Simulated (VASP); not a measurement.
Input of a VASP 6.6.1 run:

The input INCAR:

```
SYSTEM = Ba2MgC6N6O6
ALGO = Normal ; EDIFF = 1E-6
ENCUT = 520 ; GGA = PE
ISIF = 2 ; ISMEAR = -1
LASPH = .TRUE. ; LCHARG = .FALSE.
LREAL = Auto ; LWAVE = .FALSE.
NBANDS = 72 ; NELM = 80
PREC = Accurate ; SIGMA = 0.02
```

File KPOINTS:

```
k-points
0
G
  4 4 4
  0 0 0
```

File POSCAR:

```
Ba2MgC6N6O6
1.0
    3.4897000000      2.0147792344      5.6587000000
   -3.4897000000      2.0147792344      5.6587000000
    0.0000000000     -4.0295584688      5.6587000000
Ba Mg C N O
2 1 6 6 6
Direct
    0.7843418188      0.7843418188      0.7843418188
    0.2156581812      0.2156581812      0.2156581812
    0.0000000000      0.0000000000      0.0000000000
    0.2554994375      0.6232171054      0.3529534910
    0.3529534910      0.2554994375      0.6232171054
    0.6232171054      0.3529534910      0.2554994375
    0.7445005625      0.3767828946      0.6470465090
    0.6470465090      0.7445005625      0.3767828946
    0.3767828946      0.6470465090      0.7445005625
    0.1904593229      0.4690977237      0.5712865257
    0.5712865257      0.1904593229      0.4690977237
    0.4690977237      0.5712865257      0.1904593229
    0.8095406771      0.5309022763      0.4287134743
    0.4287134743      0.8095406771      0.5309022763
    0.5309022763      0.4287134743      0.8095406771
    0.1015824290      0.8304997060      0.3029921248
    0.3029921248      0.1015824290      0.8304997060
    0.8304997060      0.3029921248      0.1015824290
    0.8984175710      0.1695002940      0.6970078752
    0.6970078752      0.8984175710      0.1695002940
    0.1695002940      0.6970078752      0.8984175710
```

Potentials or basis: VASP PAW PBE potentials, release 64 (Ba_sv, Mg, C, N, O).

The run is started by

```sh
$ cat potpaw_PBE.64/Ba_sv/POTCAR potpaw_PBE.64/Mg/POTCAR potpaw_PBE.64/C/POTCAR potpaw_PBE.64/N/POTCAR potpaw_PBE.64/O/POTCAR > POTCAR
$ mpirun -np 1 vasp_std > vasp.out
```

Task: What does it give for the pressure?

Result: 3.5 GPa.

Task: What does it give for the band gap on the k mesh?

Result: 4.24 eV.

Task: Estimate the largest force.

Result: 0.255 eV/Å.

Forces in eV/Å, atoms in the order of the input:
```
Ba   0.000  0.000  0.005
Ba   0.000  0.000 -0.005
Mg   0.000  0.000  0.000
C    0.154 -0.034 -0.004
C   -0.047  0.150 -0.004
C   -0.106 -0.116 -0.004
C   -0.154  0.034  0.004
C    0.047 -0.150  0.004
C    0.106  0.116  0.004
N    0.003  0.001 -0.015
N   -0.002  0.002 -0.015
N   -0.001 -0.003 -0.015
N   -0.003 -0.001  0.015
N    0.002 -0.002  0.015
N    0.001  0.003  0.015
O   -0.237  0.081 -0.045
O    0.048 -0.246 -0.045
O    0.189  0.165 -0.045
O    0.237 -0.081  0.045
O   -0.048  0.246  0.045
O   -0.189 -0.165  0.045
```

Caveat: the cell stands under pressure; spin-orbit coupling is left out, which moves the levels of the heavy elements. A k mesh can miss the band edges.
